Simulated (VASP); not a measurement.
A run of VASP 6.6.1 is set up as follows.

File INCAR:

```
PREC = Accurate
ENCUT = 520
EDIFF = 1E-6
ISMEAR = 0
SIGMA = 0.05
LREAL = Auto
LASPH = True
NELM = 100
ALGO = Normal
ISIF = 2
LWAVE = False
LCHARG = True
GGA = PE
IVDW = 12
LELF = True
LVHAR = True
NBANDS = 72
```

Contents of KPOINTS:

```
regular mesh
0
Gamma
  3 3 3
```

Contents of POSCAR:

```
Al30Ga
1.0
    8.1000000000      0.0000000000      0.0000000000
    0.0000000000      8.1000000000      0.0000000000
    0.0000000000      0.0000000000      8.1000000000
Al Ga
30 1
Direct
    0.4996216049      0.0012013580      0.0005766667
    0.7467164198      0.2487240741      0.0028751852
    0.7464239506      0.0037133333      0.2481254321
   -0.0003953086     -0.0000132099     -0.0008155556
    0.2525019753      0.2487237037      0.0028556790
    0.4996167901      0.4997341975      0.0005841975
    0.7511141975      0.7511258025     -0.0021693827
    0.2527830864      0.0036740741      0.2481018519
    0.7586823457      0.5063150617      0.2478866667
    0.4996198765      0.0015496296      0.4988808642
    0.7578587654      0.2486996296      0.5053095062
    0.7512200000     -0.0015413580      0.7504149383
   -0.0004056790      0.5006643210     -0.0047792593
    0.2480933333      0.7511429630     -0.0021867901
   -0.0003765432      0.2488967901      0.2482748148
    0.2405814815      0.5062954321      0.2478634568
    0.4996265432      0.7487122222      0.2505379012
   -0.0003897531     -0.0036393827      0.5000133333
    0.2413759259      0.2486812346      0.5053038272
    0.7467154321      0.7475969136      0.4996777778
    0.2479727160     -0.0015458025      0.7504150617
    0.4996202469      0.2509717284      0.7482276543
    0.7463756790      0.5002914815      0.7469086420
   -0.0003946914      0.7584439506      0.2478616049
   -0.0003853086      0.5017723457      0.5012598765
    0.2525129630      0.7475951852      0.4996639506
   -0.0003832099      0.2485767901      0.7571220988
    0.2528282716      0.5002876543      0.7469016049
    0.4996340741      0.7485530864      0.7476050617
   -0.0003981481      0.7491362963      0.7486246914
    0.4996548148      0.2959090123      0.2937592593
```

Potentials or basis: VASP PAW PBE potentials, release 64 (Al, Ga_d).

Command:

```bash
$ cat potpaw_PBE.64/Al/POTCAR potpaw_PBE.64/Ga_d/POTCAR > POTCAR
$ mpirun -np 1 vasp_std > vasp.out
```

(1) Predict the largest force.

(2) Predict the pressure.

(3) Estimate the dispersion energy per atom.

## Answers

(1) 0.408 eV/Å.

(2) -4.0 GPa.

(3) -0.324 eV.
